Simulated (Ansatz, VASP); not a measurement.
AlP: VASP beside Ansatz

File INCAR:

```
SYSTEM = AlP
ALGO     = Normal         ! electronic algorithm
EDIFF    = 1E-6           ! SCF threshold, eV
ENCUT    = 500            ! plane-wave cutoff, eV
GGA      = PS             ! functional
GGA_COMPAT= .False.      
ISIF     = 2              ! what is computed and relaxed
ISMEAR   = 0              ! smearing method
LASPH    = .True.         ! aspherical terms in the spheres
LCHARG   = .True.         ! write CHGCAR
LELF     = .True.         ! ELF
LREAL    = .False.        ! projectors in reciprocal space
LVHAR    = .True.       
LWAVE    = .False.        ! write WAVECAR
NBANDS   = 11             ! bands
NELM     = 120            ! most SCF steps
PREC     = Accurate       ! precision mode
SIGMA    = 0.01           ! smearing width, eV
```

KPOINTS

```
k-points
0
Gamma
  8 8 8
  0 0 0
```

Contents of POSCAR:

```
AlP
1.0
    0.0000000000      2.7351224707      2.7351224707
    2.7351224707      0.0000000000      2.7351224707
    2.7351224707      2.7351224707      0.0000000000
Al P
1 1
Direct
    0.0000000000      0.0000000000      0.0000000000
    0.7500000000      0.7500000000      0.7500000000
```

Input for Ansatz:

```yaml
crystal:
  lattice:
    - [0.0, 2.73512247073, 2.73512247073]
    - [2.73512247073, 0.0, 2.73512247073]
    - [2.73512247073, 2.73512247073, 0.0]
  atoms:
    - { symbol: Al, position: [0.0, 0.0, 0.0] }
    - { symbol: P, position: [0.75, 0.75, 0.75] }
kpoints:
  mp_grid: { grid: [8, 8, 8] }
scf:
  occupations: { method: fixed }
  convergence: { dr2_threshold: 1.0e-10 }
hamiltonian:
  xc: pbesol
  pseudopotentials: { kind: paw }
output:
  forces: true
  stress: true
  eigenstates:
    kpoints:
      - [0.0, 0.0, 0.0]
      - [0.0, -0.5, -0.5]
      - [-0.5, 0.0, -0.5]
      - [-0.5, -0.5, 0.0]
      - [0.0, 0.5, 0.0]
      - [0.5, 0.0, 0.0]
      - [0.0, 0.0, 0.5]
      - [0.5, 0.5, 0.5]
  eigenvalues: true
```

Change from the starting cell: unstrained, PAW files.

Alike in both runs: task single point; functional PBEsol; k mesh 8 × 8 × 8; no spin polarisation.

|  | VASP | Ansatz |
| --- | --- | --- |
| version | VASP 6.6.1 | Ansatz 0.2.0 |
| potentials or method | VASP PAW PBE potentials, release 64 (Al, P) | PAW with Ansatz's default frozen-core files, scalar-relativistic |
| plane-wave cutoff (eV) | 500 | 420 |
| occupations | gaussian, width 0.01 eV | fixed |
| valence electrons in the cell | 8 | 8 |

|  | VASP | Ansatz | Ansatz less VASP |
| --- | --- | --- | --- |
| gap on the k mesh at the Fermi level (eV) | 1.45 | 1.45 | +0.003 |
| pressure (GPa) | 0.0 | 0.0 | -0.03 |

VASP's potentials were made for PBE, not for PBEsol.
